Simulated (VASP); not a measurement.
Write the native input for VASP 6.6.1 that does the following.

```
Task                   : single point
Functional             : r2SCAN
Potentials or basis    : VASP PAW PBE potentials, release 64 (Al, Ga_d, N)
Cutoff                 : 520 eV
k mesh                 : 8 × 8 × 6
Occupations            : gaussian, width 0.05 eV
Spin                   : no spin polarisation
Dipole correction      : no
Further INCAR settings : ALGO = Normal; EDIFF = 1e-06; NBANDS = 21
```

AlGaN2:

```
CELL_PARAMETERS angstrom
3.09376 0.00000 0.00000
0.00000 3.09376 0.00000
0.00000 0.00000 4.42384
ATOMIC_POSITIONS crystal
Al 0.50000 0.50000 0.50000
Ga 0.00000 0.00000 0.00000
N 0.50000 0.00000 0.73826
N 0.00000 0.50000 0.26174
```

This cell differs from its parent crystal: strain -0.0150 x Voigt [1, 1, 0, 0, 0, 0].

The input as run:

POSCAR

```
AlGaN2
1.0
    3.0937638930      0.0000000000      0.0000000000
    0.0000000000      3.0937638930      0.0000000000
    0.0000000000      0.0000000000      4.4238379400
Al Ga N
1 1 2
Direct
    0.5000000000      0.5000000000      0.5000000000
    0.0000000000      0.0000000000      0.0000000000
    0.5000000000      0.0000000000      0.7382648100
    0.0000000000      0.5000000000      0.2617351900
```

INCAR.step1

```
  ALGO = Normal
  EDIFF = 1E-4
  ENCUT = 520
  GGA = PE
  ISMEAR = 0
  LASPH = True
  LCHARG = False
  LREAL = False
  LWAVE = True
  NBANDS = 21
  NELM = 100
  PREC = Accurate
  SIGMA = 0.05
```

INCAR.step2

```
  ALGO = Normal
  EDIFF = 1E-6
  ENCUT = 520
  ISIF = 2
  ISMEAR = 0
  ISTART = 1
  LASPH = True
  LCHARG = False
  LMIXTAU = True
  LREAL = False
  LWAVE = False
  METAGGA = R2SCAN
  NBANDS = 21
  NELM = 100
  PREC = Accurate
  SIGMA = 0.05
```

KPOINTS

```
k-points
0
Gamma
  8 8 6
```

Potentials or basis: VASP PAW PBE potentials, release 64 (Al, Ga_d, N).

The run is started by

```bash
$ cat potpaw_PBE.64/Al/POTCAR potpaw_PBE.64/Ga_d/POTCAR potpaw_PBE.64/N/POTCAR > POTCAR
$ cp INCAR.step1 INCAR
$ mpirun -np 1 vasp_std > vasp.out
$ cp INCAR.step2 INCAR
$ mpirun -np 1 vasp_std > vasp.out
```

It gave:

The pressure is 6.6 GPa. The largest force is 0.027 eV/Å and the band gap on the k mesh is 3.57 eV.

Caveat: the cell differs from its parent crystal (strain -0.0150 x Voigt [1, 1, 0, 0, 0, 0]); the cell stands under pressure; the PAW data sets were made with another functional, which shifts forces and pressure a little.

It took 2.9 min on 1 thread of Intel Xeon 8259CL (shared host), peak memory 0.2 GiB.
